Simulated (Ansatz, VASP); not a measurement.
Two plane-wave programs on SiC

```
Si C
1.0
     0.00000    2.18986    2.18986
     2.18986    0.00000    2.18986
     2.18986    2.18986    0.00000
Si C
1 1
Cartesian
  0.0000 0.0000 0.0000
  3.0727 3.0727 2.9848
```

Alike in both runs: task single point; functional PBE; k mesh 10 × 10 × 10; occupations gaussian, width 0.05 eV; no spin polarisation.

|  | VASP | Ansatz |
| --- | --- | --- |
| version | VASP 6.6.1 | Ansatz 0.2.0 |
| potentials or method | VASP PAW PBE potentials, release 64 (Si, C), cutoff 520 eV | scalar-relativistic, plane waves, PAW |
| valence electrons in the cell | 8 | 8 |

Ansatz gave:

* gap on the k mesh at the Fermi level (eV): none
* pressure (GPa): 10.4
* traceless stress, the component that is largest in VASP (GPa): -8.31
* rms of the force components (eV/Å): 1.893

Which values does VASP return?

gap on the k mesh at the Fermi level (eV): none; pressure (GPa): 10.3; traceless stress, the component that is largest in VASP (GPa): -8.27; rms of the force components (eV/Å): 1.894.

Atom by atom the forces differ by 0.002 eV/Å (rms over components). A gap of «none» marks a metal or a gap that the smearing closes. With one functional, cell and mesh, what is left measures potentials, basis and numerics.
